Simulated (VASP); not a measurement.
# InP (I4/mmm) in VASP: notebook, part 2 of 2

VASP 6.6.1. Earlier steps stand in the parts before.

## Step 3: Single point, PBE (22.39 Å³/atom)

INCAR reads:

```
SYSTEM = InP
PREC = Accurate
ENCUT = 520
EDIFF = 1E-6
ISMEAR = 0
SIGMA = 0.15
LREAL = .FALSE.
LASPH = .TRUE.
NELM = 60
ALGO = Normal
ISIF = 2
LWAVE = .FALSE.
LCHARG = .FALSE.
GGA = PE
NBANDS = 16
```

KPOINTS reads:

```
Automatic mesh
0
G
  20 20 20
  0 0 0
```

POSCAR reads:

```
InP
1.0
    0.0000000000      2.7074625920      3.0545592963
    2.7074625920      0.0000000000      3.0545592963
    2.7074625920      2.7074625920      0.0000000000
In P
1 1
Direct
    0.0000000000      0.0000000000      0.0000000000
    0.5000000000      0.5000000000      0.5000000000
```

Potentials or basis: VASP PAW PBE potentials, release 64 (In_d, P).

The run is started by

```sh
$ cat potpaw_PBE.64/In_d/POTCAR potpaw_PBE.64/P/POTCAR > POTCAR
$ mpirun -np 1 vasp_std > vasp.out
```

OUTCAR:

```text
SYSTEM = InP
   PREC = Accurate
   ENCUT = 520
   EDIFF = 1E-6
   ISMEAR = 0
   LREAL = .FALSE.
   LASPH = .TRUE.
   NELM = 60
   ISIF = 2
   GGA = PE

 ion  position               nearest neighbor table
   1  0.000  0.000  0.000-   2 2.71   2 2.71   2 2.71   2 2.71   2 3.05   2 3.05
   2  0.500  0.500  0.500-   1 2.71   1 2.71   1 2.71   1 2.71   1 3.05   1 3.05

  LATTYP: Found a body centered tetragonal cell.
 ALAT       =     3.8289303172
 C/A-ratio  =     1.5955157411

  Lattice vectors:

 A1 = (  -2.7074625920,   0.0000000000,   3.0545592963)
 A2 = (   2.7074625920,   0.0000000000,   3.0545592963)
 A3 = (   0.0000000000,   2.7074625920,  -3.0545592963)

Analysis of symmetry for initial positions (statically):
=====================================================================
 Subroutine PRICEL returns:
 Original cell was already a primitive cell.

 Routine SETGRP: Setting up the symmetry group for a
 body centered tetragonal supercell.

 Subroutine GETGRP returns: Found 16 space group operations
 (whereof 16 operations were pure point group operations)
 out of a pool of 16 trial point group operations.

The static configuration has the point symmetry D_4h.

[... 163 lines left out ...]
 cond. band min:       6.4236403848   @ k =   0.4500   0.3500   0.0500
 fundamental gap:      0.0017948530
 Fermi energy:         6.4233601343

 k-point     1 :       0.0000    0.0000    0.0000
  band No.  band energies     occupation
      1      -7.8574      2.00000
      2      -7.8147      2.00000
      3      -7.8036      2.00000
      4      -7.7692      2.00000
      5      -7.7692      2.00000
      6      -5.2518      2.00000
[... 433 lines left out ...]
      3      -7.7895      2.00000
      4      -7.7322      2.00000
      5      -7.7143      2.00000
      6      -3.8384      2.00000
[... 8 lines left out ...]
     15      16.0453      0.00000
     16      17.5427      0.00000

 [... further k-points ...]

------------------------ aborting loop because EDIFF is reached ----------------------------------------

  FORCE on cell =-STRESS in cart. coord.  units (eV):
  Direction    XX          YY          ZZ          XY          YZ          ZX
  --------------------------------------------------------------------------------------
  -------------------------------------------------------------------------------------
  Total        0.2112760      0.2112760     -1.8710296      0.0000000      0.0000000      0.0000000
  in kB        7.5588785      7.5588785    -66.9403172      0.0000000      0.0000000      0.0000000
  external PRESSURE =     -17.2741868 kB  Pullay stress =       0.0000000 kB

 VOLUME and BASIS-vectors are now :
 -----------------------------------------------------------------------------
  energy-cutoff  :      520.00
  volume of cell :       44.78
      direct lattice vectors                 reciprocal lattice vectors
     0.000000000  2.707462592  3.054559296    -0.184674758  0.184674758  0.163689734
     2.707462592  0.000000000  3.054559296     0.184674758 -0.184674758  0.163689734
     2.707462592  2.707462592  0.000000000     0.184674758  0.184674758 -0.163689734

 POSITION                                       TOTAL-FORCE (eV/Angst)
 -----------------------------------------------------------------------------------
      0.00000      0.00000      0.00000         0.000000     -0.000000     -0.000000
      2.70746      2.70746      3.05456         0.000000      0.000000      0.000000
 -----------------------------------------------------------------------------------
    total drift:                               -0.000000      0.000000      0.000000

  FREE ENERGIE OF THE ION-ELECTRON SYSTEM (eV)
  ---------------------------------------------------
  free  energy   TOTEN  =        -7.8059545142 eV

  energy  without entropy=       -7.7929140570  energy(sigma->0) =       -7.79943429
```

stdout:

```text
POSCAR found type information on POSCAR InP
 POSCAR found :  2 types and       2 ions
 scaLAPACK will be used
 LDA part: xc-table for (Slater+PW92), standard interpolation
 POSCAR, INCAR and KPOINTS ok, starting setup
 FFT: planning ... GRIDC
 FFT: planning ... GRID_SOFT
 FFT: planning ... GRID
 WAVECAR not read
 entering main loop
```

Wall time 3.1 min (1 thread of AMD EPYC 9R45 (Zen 5), shared host); peak memory 0.5 GiB.

Results:

```yaml
Free_energy: -7.8060 eV
Pressure: -1.7 GPa
Band_gap_on_the_k_mesh: zero (bands 9 and 10 overlap by 2.22 eV)
```

Stress tensor (GPa, compression positive):
```
 0.76  0.00  0.00
 0.00  0.76  0.00
 0.00  0.00 -6.69
```

Caveat: the stress differs along the axes, from -7 to 1 GPa; spin-orbit coupling is left out, which moves the levels of the heavy elements.

## Step 4: Single point, PBE (22.39 Å³/atom)

INCAR reads:

```
  ALGO = Normal
  EDIFF = 1E-6
  ENCUT = 520
  GGA = PE
  ISIF = 2
  ISMEAR = 0
  LASPH = T
  LCHARG = F
  LREAL = F
  LWAVE = F
  NBANDS = 16
  NELM = 100
  PREC = Accurate
  SIGMA = 0.15
```

KPOINTS reads:

```
k-points
0
Gamma
  20 20 20
```

POSCAR reads:

```
InP
1.0
    0.0000000000      2.7440254744      2.9737004066
    2.7440254744      0.0000000000      2.9737004066
    2.7440254744      2.7440254744      0.0000000000
In P
1 1
Direct
    0.0000000000      0.0000000000      0.0000000000
    0.5000000000      0.5000000000      0.5000000000
```

The run is started by

```sh
$ cat potpaw_PBE.64/In_d/POTCAR potpaw_PBE.64/P/POTCAR > POTCAR
$ mpirun -np 1 vasp_std > vasp.out
```

Run time: 3 min. Hardware: 1 thread of AMD EPYC 9R45 (Zen 5), shared host; peak memory 0.5 GiB.

Results (log left out):

```
Free energy            : -7.8535 eV
Pressure               : -2.6 GPa
Band gap on the k mesh : zero (bands 9 and 10 overlap by 2.38 eV)
```

Stress tensor (GPa, compression positive):
```
-0.90  0.00  0.00
 0.00 -0.90  0.00
 0.00  0.00 -6.15
```

Levels at points of the mesh, in eV from the Fermi level:
```
           k point  band 5  band 6  band 7  band 8  band 9  band 10  band 11  band 12  band 13  band 14
(0.00, 0.00, 0.00)  -14.17  -11.65   -0.50   -0.50    0.15     0.15     6.73     6.77     7.31     7.31
(0.50, 0.00, 0.00)  -14.10   -9.77   -6.40   -0.09    0.30     2.23     3.37     3.71     4.90    10.76
(0.50, 0.50, 0.00)  -14.09   -9.28   -4.61   -2.01   -1.99    -1.99     4.17     9.14     9.73     9.73
(0.50, 0.00, 0.50)  -14.06   -8.57   -4.66   -2.77   -2.73    -1.82     3.86     8.18     9.89    10.42
```

Caveat: the stress differs along the axes, from -6 to -1 GPa; spin-orbit coupling is left out, which moves the levels of the heavy elements.

## Step 5: Single point, PBE (22.39 Å³/atom)

INCAR reads:

```
SYSTEM = InP
PREC = Accurate ; ENCUT = 520
EDIFF = 1E-7 ; ISMEAR = 0
SIGMA = 0.15 ; LREAL = .False.
LASPH = .True. ; NELM = 60
ALGO = Normal ; ISIF = 2
LWAVE = .False. ; LCHARG = .False.
GGA = PE ; NBANDS = 16
```

KPOINTS reads:

```
Automatic mesh
0
Gamma
  20 20 20
  0 0 0
```

POSCAR reads:

```
InP
1.0
    0.0000000000      2.8950448844      2.6715474194
    2.8950448844      0.0000000000      2.6715474194
    2.8950448844      2.8950448844      0.0000000000
In P
1 1
Direct
    0.0000000000      0.0000000000      0.0000000000
    0.5000000000      0.5000000000      0.5000000000
```

Potentials or basis: VASP PAW PBE potentials, release 64 (In_d, P).

The run is started by

```sh
$ cat potpaw_PBE.64/In_d/POTCAR potpaw_PBE.64/P/POTCAR > POTCAR
$ mpirun -np 1 vasp_std > vasp.out
```

OUTCAR:

```text
SYSTEM = InP
   PREC = Accurate
   ENCUT = 520
   EDIFF = 1E-7
   ISMEAR = 0
   LREAL = .False.
   LASPH = .True.
   NELM = 60
   ISIF = 2
   GGA = PE

 ion  position               nearest neighbor table
   1  0.000  0.000  0.000-   2 2.67   2 2.67   2 2.90   2 2.90   2 2.90   2 2.90
   2  0.500  0.500  0.500-   1 2.67   1 2.67   1 2.90   1 2.90   1 2.90   1 2.90

  LATTYP: Found a body centered tetragonal cell.
 ALAT       =     4.0942117392
 C/A-ratio  =     1.3050362754

  Lattice vectors:

 A1 = (   0.0000000000,  -2.8950448844,  -2.6715474194)
[... 644 lines left out ...]

  FORCE on cell =-STRESS in cart. coord.  units (eV):
  Direction    XX          YY          ZZ          XY          YZ          ZX
  --------------------------------------------------------------------------------------
  -------------------------------------------------------------------------------------
  Total       -1.4443613     -1.4443613      0.7489244      0.0000000      0.0000000      0.0000000
  in kB      -51.6752907    -51.6752907     26.7944639      0.0000000      0.0000000      0.0000000
  external PRESSURE =     -25.5187059 kB  Pullay stress =       0.0000000 kB

 VOLUME and BASIS-vectors are now :
 -----------------------------------------------------------------------------
  energy-cutoff  :      520.00
  volume of cell :       44.78
      direct lattice vectors                 reciprocal lattice vectors
     0.000000000  2.895044884  2.671547419    -0.172708894  0.172708894  0.187157449
     2.895044884  0.000000000  2.671547419     0.172708894 -0.172708894  0.187157449
     2.895044884  2.895044884  0.000000000     0.172708894  0.172708894 -0.187157449

 POSITION                                       TOTAL-FORCE (eV/Angst)
 -----------------------------------------------------------------------------------
      0.00000      0.00000      0.00000         0.000000     -0.000000     -0.000000
      2.89504      2.89504      2.67155        -0.000000      0.000000      0.000000
 -----------------------------------------------------------------------------------
    total drift:                               -0.000000      0.000000      0.000000

  FREE ENERGIE OF THE ION-ELECTRON SYSTEM (eV)
  ---------------------------------------------------
  free  energy   TOTEN  =        -7.8407442191 eV

  energy  without entropy=       -7.8255186452  energy(sigma->0) =       -7.83313143
```

Run time: 3.2 min. Hardware: 1 thread of AMD EPYC 9R45 (Zen 5), shared host; peak memory 0.5 GiB.

Results:

* Free energy: -7.8407 eV
* Pressure: -2.6 GPa
* Band gap on the k mesh: zero (bands 9 and 10 overlap by 2.64 eV)

Caveat: the stress differs along the axes, from -5 to 3 GPa; spin-orbit coupling is left out, which moves the levels of the heavy elements.

## Step 6: The runs side by side

| cell | gap on the mesh (eV) | pressure (GPa) |
| --- | --- | --- |
| a = 3.961, b = 3.961, c = 4.040 Å, angles 59.3, 59.3, 61.3°, 2 atoms | none | -3.2 |
| a = 4.082, b = 4.082, c = 3.829 Å, angles 62.0, 62.0, 55.9°, 2 atoms | none | -1.7 |
| a = 4.046, b = 4.046, c = 3.881 Å, angles 61.3, 61.3, 57.3°, 2 atoms | none | -2.6 |
| a = 3.939, b = 3.939, c = 4.094 Å, angles 58.7, 58.7, 62.6°, 2 atoms | none | -2.6 |

Alike in all rows: task single point; level PBE; potentials or basis VASP PAW PBE potentials, release 64 (In_d, P); no spin polarisation; k mesh 20 × 20 × 20; cutoff (eV) 520; smearing gaussian 0.15 eV.

Caveats: spin-orbit coupling is left out, which moves the levels of the heavy elements; the cell stands under tension (at least some runs); the stress differs along the axes, from -7 to 1 GPa (at least some runs); the stress differs along the axes, from -6 to -1 GPa (at least some runs); the stress differs along the axes, from -5 to 3 GPa (at least some runs).

Absolute energies hang on the potentials; compare differences alone.
